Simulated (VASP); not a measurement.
PbO:

```
CELL_PARAMETERS angstrom
3.61146 0.00000 0.00000
-1.80573 3.12762 0.00000
0.00000 0.00000 6.50788
ATOMIC_POSITIONS crystal
Pb 0.00000 0.00000 0.00000
Pb 0.00000 0.00000 0.50000
O 0.33333 0.66667 0.25000
O 0.66667 0.33333 0.75000
```

```yaml
Program: VASP 6.6.1
Task: relaxation of cell and atoms
Functional: LDA
Potentials_or_basis: VASP PAW LDA potentials, release 64 (Pb_d, O)
Cutoff: 600 eV
k_mesh: 12 × 12 × 4
Occupations: fermi-dirac, width 0.02 eV
Spin: no spin polarisation
```

At the start: pressure -7.1 GPa; volume 18.38 Å³/atom.

**Question.** Where does the relaxation end?

**Answer.** Over 8 steps the energy falls by 34.0 meV/atom and the volume is 16.94 Å³/atom (-7.8 %); space group P6_3/mmc (No. 194, to 0.1 Å) before and after.

Step by step:
```csv
step,energy change (eV),largest force (eV/Å),pressure (GPa),volume (Å³)
1,0.0000,0.0000,-7.14,73.51
2,-0.0888,0.0000,5.09,65.14
3,-0.1331,0.0000,-0.07,67.99
4,-0.1330,0.0000,0.10,67.89
5,-0.1352,0.0000,0.14,67.77
6,-0.1359,0.0000,0.18,67.65
7,-0.1360,0.0000,-0.16,67.87
8,-0.1360,0.0000,-0.01,67.77
```

Final structure:
```xyz
4
Lattice="3.5030 0.0000 0.0000 -1.7515 3.0337 0.0000 0.0000 0.0000 6.3768" Properties=species:S:1:pos:R:3 pbc="T T T"
Pb    0.0000    0.0000    0.0000
Pb    0.0000    0.0000    3.1884
O     0.0000    2.0225    1.5942
O     1.7515    1.0112    4.7826
```
